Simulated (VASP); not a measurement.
Input of a VASP 6.6.1 run:

File INCAR:

```
SYSTEM = CdS
  ALGO = Normal
  EDIFF = 1E-7
  EDIFFG = -0.005
  ENCUT = 630
  GGA = CA
  GGA_COMPAT = .False.
  IBRION = 2
  ISIF = 3
  ISMEAR = -1
  LASPH = .True.
  LCHARG = .False.
  LREAL = .False.
  LWAVE = .False.
  NELM = 120
  NELMIN = 4
  NSW = 60
  PREC = Accurate
  SIGMA = 0.05
```

KPOINTS

```
k-points
0
Gamma
  14 14 14
  0 0 0
```

POSCAR

```
CdS
1.0
    0.0000000000      2.5228479314      2.5228479314
    2.5228479314      0.0000000000      2.5228479314
    2.5228479314      2.5228479314      0.0000000000
Cd S
1 1
Direct
    0.0000000000      0.0000000000      0.0000000000
    0.5000000000      0.5000000000      0.5000000000
```

Potentials or basis: VASP PAW LDA potentials, release 64 (Cd_sv_GW, S).

Launch:

```sh
$ cat potpaw_LDA.64/Cd_sv_GW/POTCAR potpaw_LDA.64/S/POTCAR > POTCAR
$ mpirun -np 1 vasp_std > vasp.out
```

Problem. What does it give for the relaxed volume?

Solution. 18.88 Å³/atom.

Problem. Predict the band gap on the k mesh.

Solution. Zero (bands 13 and 14 overlap by 0.02 eV).

Problem. What does it give for the space group after relaxing (to 0.1 Å)?

Solution. Fm-3m (No. 225).

Final structure:
```
Cd S
1.0
     0.00000    2.66262    2.66262
     2.66262    0.00000    2.66262
     2.66262    2.66262    0.00000
Cd S
1 1
Cartesian
  0.0000 0.0000 0.0000
  2.6626 2.6626 2.6626
```

Caveat: the volume moved by over 15 % at a fixed basis, so the end points are rough; semilocal functionals underestimate gaps, and a narrow one can read as zero.
